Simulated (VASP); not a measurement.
Pt: relaxation of cell and atoms with r2SCAN

Crystal: Pt.

```xyz
1
Lattice="2.7082 0.0000 0.0000 -1.3541 2.3454 0.0000 0.0000 0.0000 2.5305" Properties=species:S:1:pos:R:3 pbc="T T T"
Pt    0.0000    0.0000    0.0000
```

```
Program                : VASP 6.6.1
Task                   : relaxation of cell and atoms
Functional             : r2SCAN
Potentials or basis    : VASP PAW PBE potentials, release 64 (Pt)
Cutoff                 : 600 eV
k mesh                 : 9 × 9 × 6
Occupations            : gaussian, width 0.1 eV
Spin                   : no spin polarisation
Dipole correction      : no
Further INCAR settings : ALGO = Normal; EDIFF = 1e-06; IBRION = 2; EDIFFG = -0.04; NSW = 90; ISIF = 3
```

- Relaxed volume: 16.55 Å³/atom
- Relaxed cell: a = 2.675 Å, b = 2.675 Å, c = 2.670 Å, α = 90.00°, β = 90.00°, γ = 120.00°
- Space group after relaxing (to 0.05 Å): P6/mmm (No. 191)
- Energy gained by relaxing: 73.9 meV/atom
- Ionic steps: 7
- Pressure after relaxing: -0.1 GPa
- Band gap on the k mesh: zero (band 5 reaches 10.89 eV, above the bottom of band 6 at 8.19 eV)

Stress tensor (GPa, compression positive):
```
 0.00  0.00  0.00
 0.00  0.00  0.00
 0.00  0.00 -0.18
```

The path:
```tsv
step	energy change (eV)	largest force (eV/Å)	pressure (GPa)	volume (Å³)
1	0.0000	0.0000	6.95	16.07
2	0.0245	0.0000	-6.66	17.62
3	-0.0721	0.0000	-2.73	16.74
4	-0.0723	0.0000	-2.47	16.72
5	-0.0723	0.0000	-2.48	16.70
6	-0.0658	0.0000	5.76	16.20
7	-0.0739	0.0000	-0.06	16.55
```

Final structure:
```
CELL_PARAMETERS angstrom
2.67541 0.00000 0.00000
-1.33771 2.31698 0.00000
0.00000 0.00000 2.66960
ATOMIC_POSITIONS crystal
Pt 0.00000 0.00000 0.00000
```

Levels at points of the mesh, in eV from the Fermi level:
```csv
k point,band 3,band 4,band 5,band 6,band 7,band 8
"(0.00, 0.00, 0.00)",-3.29,-3.29,0.53,0.53,14.66,16.70
"(0.00, 0.00, 0.50)",-2.92,-1.22,-1.22,-0.59,4.34,19.15
```

Run time: 2.4 min on 1 thread of Intel(R) Xeon(R) Platinum 8375C CPU @ 2.90GHz (Ice Lake), with other jobs on the host, peak memory 0.16 GiB.

Caveat: the k points lie up to 0.39 Å⁻¹ apart in the final cell; the PAW data sets were made with another functional, which shifts forces and pressure a little; spin-orbit coupling is left out, which moves the levels of the heavy elements.
